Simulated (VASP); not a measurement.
**Ni: single point with r2SCAN**

The system is Ni.

```
Ni
1.0
    -1.27302    1.27302    1.27302
     1.27302   -1.27302    1.27302
     1.27302    1.27302   -1.27302
Ni
1
Direct
  0.00000 0.00000 0.00000
```

This cell differs from its parent crystal: strain -0.080 along x and y, -0.080 along z.

```json
{
 "Program": "VASP 6.6.1",
 "Task": "single point",
 "Functional": "r2SCAN",
 "Potentials or basis": "VASP PAW PBE potentials, release 64 (Ni)",
 "Cutoff": "520 eV",
 "k mesh": "24 × 24 × 24",
 "Occupations": "gaussian, width 0.15 eV",
 "Spin": "collinear spin, ferromagnetic start",
 "Starting moments": "[0.78] μB",
 "Dipole correction": "no",
 "Further INCAR settings": "ALGO = Normal; EDIFF = 1e-06; NBANDS = 15"
}
```

```json
{
  "Pressure": "94.4 GPa",
  "Band gap on the k mesh": "zero (filled and empty bands overlap)",
  "Net moment": "0.00 μB per cell",
  "Valence electrons inside the program's atomic spheres": "Ni 10.00"
}
```

Levels at points of the mesh, in eV from the Fermi level:
Spin up:
```csv
k point,band 3,band 4,band 5,band 6,band 7,band 8
"(0.00, 0.00, 0.00)",-2.87,-2.87,-0.97,-0.97,30.53,30.53
"(0.50, 0.00, 0.00)",-0.97,-0.70,-0.05,0.65,9.48,22.55
"(0.50, 0.50, 0.50)",0.30,0.30,0.30,12.36,12.36,12.36
```
Spin down:
| k point | band 1 | band 2 | band 3 | band 4 | band 5 | band 6 | band 7 | band 8 | band 9 | band 10 |
| --- | --- | --- | --- | --- | --- | --- | --- | --- | --- | --- |
| (0.00, 0.00, 0.00) | -11.31 | -2.87 | -2.87 | -2.87 | -0.97 | -0.97 | 30.53 | 30.53 | 30.53 | 37.88 |
| (0.50, 0.00, 0.00) | -6.47 | -4.36 | -0.97 | -0.70 | -0.05 | 0.65 | 9.48 | 22.55 | 25.90 | 29.32 |
| (0.50, 0.50, 0.50) | -6.25 | -6.25 | 0.30 | 0.30 | 0.30 | 12.36 | 12.36 | 12.36 | 19.23 | 19.23 |

Wall time 89 s on 1 thread of Intel(R) Xeon(R) 6975P-C (Granite Rapids) (shared host), peak memory 0.19 GiB.

Caveat: the cell differs from its parent crystal (strain -0.080 along x and y, -0.080 along z); the cell stands under pressure; the PAW data sets were made with another functional, which shifts forces and pressure a little.
